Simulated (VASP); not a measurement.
Write the native input for VASP 6.6.1 that does the following.

```yaml
Task: single point
Functional: r2SCAN
Potentials_or_basis: VASP PAW PBE potentials, release 64 (Ni, Mo_sv, Pd, Ir, W_sv)
Cutoff: 520 eV
k_mesh: 8 × 8 × 2
Occupations: fermi-dirac, width 0.05 eV
Spin: collinear spin, ferromagnetic start
Starting_moments: "[1.0, 1.0, 0.0, 0.6, 0.0] μB"
Dipole_correction: no
Further_INCAR_settings: ALGO = Normal; EDIFF = 1e-06; NBANDS = 40
```

NiMoIrPdW:

```
Ni Mo Pd Ir W
1.0
     2.74589    0.00000    0.00000
    -1.37295    2.37801    0.00000
     0.00000    0.00000   10.96291
Ni Mo Pd Ir W
1 1 1 1 1
Cartesian
  0.0000 1.5853 6.5504
  0.0000 0.0000 4.5090
  1.3729 0.7927 8.7049
  1.3729 0.7927 2.1939
  0.0000 1.5853 10.9305
```

These files were run (other wordings do the same):

POSCAR

```
NiMoIrPdW
1.0
    2.7458922312      0.0000000000      0.0000000000
   -1.3729461156      2.3780124283      0.0000000000
    0.0000000000      0.0000000000     10.9629142661
Ni Mo Pd Ir W
1 1 1 1 1
Direct
    0.3333333333      0.6666666667      0.5975079481
    0.0000000000      0.0000000000      0.4112960885
    0.6666666667      0.3333333333      0.7940296868
    0.6666666667      0.3333333333      0.2001222688
    0.3333333333      0.6666666667      0.9970440078
```

INCAR.step1

```
SYSTEM = NiMoIrPdW
ALGO = Normal ; EDIFF = 1E-4
ENCUT = 520 ; GGA = PE
ISMEAR = -1 ; ISPIN = 2
LASPH = .TRUE. ; LCHARG = .FALSE.
LMAXMIX = 4 ; LREAL = .FALSE.
LWAVE = .TRUE. ; MAGMOM = 1 1 0 0.6 0
NBANDS = 40 ; NELM = 150
PREC = Accurate ; SIGMA = 0.05
```

INCAR.step2

```
SYSTEM = NiMoIrPdW
ALGO = Normal ; EDIFF = 1E-6
ENCUT = 520 ; ISIF = 2
ISMEAR = -1 ; ISPIN = 2
ISTART = 1 ; LASPH = .TRUE.
LCHARG = .FALSE. ; LMAXMIX = 4
LMIXTAU = .TRUE. ; LORBIT = 11
LREAL = .FALSE. ; LWAVE = .FALSE.
MAGMOM = 1 1 0 0.6 0 ; METAGGA = R2SCAN
NBANDS = 40 ; NELM = 150
PREC = Accurate ; SIGMA = 0.05
```

KPOINTS

```
k-points
0
G
  8 8 2
  0 0 0
```

Potentials or basis: VASP PAW PBE potentials, release 64 (Ni, Mo_sv, Pd, Ir, W_sv).

Command:

```sh
$ cat potpaw_PBE.64/Ni/POTCAR potpaw_PBE.64/Mo_sv/POTCAR potpaw_PBE.64/Pd/POTCAR potpaw_PBE.64/Ir/POTCAR potpaw_PBE.64/W_sv/POTCAR > POTCAR
$ cp INCAR.step1 INCAR
$ mpirun -np 1 vasp_std > vasp.out
$ cp INCAR.step2 INCAR
$ mpirun -np 1 vasp_std > vasp.out
```

Results of the run:

```json
{"Pressure": "1.2 GPa", "Largest force": "0.037 eV/Å", "Net moment": "0.00 μB per cell", "Valence electrons inside the program's atomic spheres": "Ni 9.25; Mo 12.46; Pd 9.65; Ir 8.44; W 12.09"}
```

Caveat: the moments typed at the start vanished in this run; the PAW data sets were made with another functional, which shifts forces and pressure a little.

Wall time 14 min on 1 thread of Oxide Virtual Turin-like Processor, on a shared host, peak memory 0.26 GiB.
